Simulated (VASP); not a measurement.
Input of a VASP 6.6.1 run:

Contents of INCAR:

```
SYSTEM = Ti
PREC = Accurate ; ENCUT = 520
EDIFF = 1E-7 ; ISMEAR = -1
SIGMA = 0.1 ; LREAL = .False.
LASPH = .True. ; NELM = 100
ALGO = Normal ; ISIF = 2
LWAVE = .False. ; LCHARG = .False.
GGA = PE ; NBANDS = 12
```

File KPOINTS:

```
Automatic mesh
0
Gamma
  15 15 15
  0 0 0
```

POSCAR

```
Ti
1.0
   -1.5854356075      1.5854356075      1.5854356075
    1.5854356075     -1.5854356075      1.5854356075
    1.5854356075      1.5854356075     -1.5854356075
Ti
1
Direct
    0.0000000000      0.0000000000      0.0000000000
```

Potentials or basis: VASP PAW PBE potentials, release 64 (Ti_sv).

Launch:

```sh
$ cat potpaw_PBE.64/Ti_sv/POTCAR > POTCAR
$ mpirun -np 1 vasp_std > vasp.out
```

(1) Predict the band gap on the k mesh.

(2) Estimate the pressure.

## Answers

(1) zero (band 6 reaches 10.07 eV, above the bottom of band 7 at 8.28 eV).

(2) 9.6 GPa.
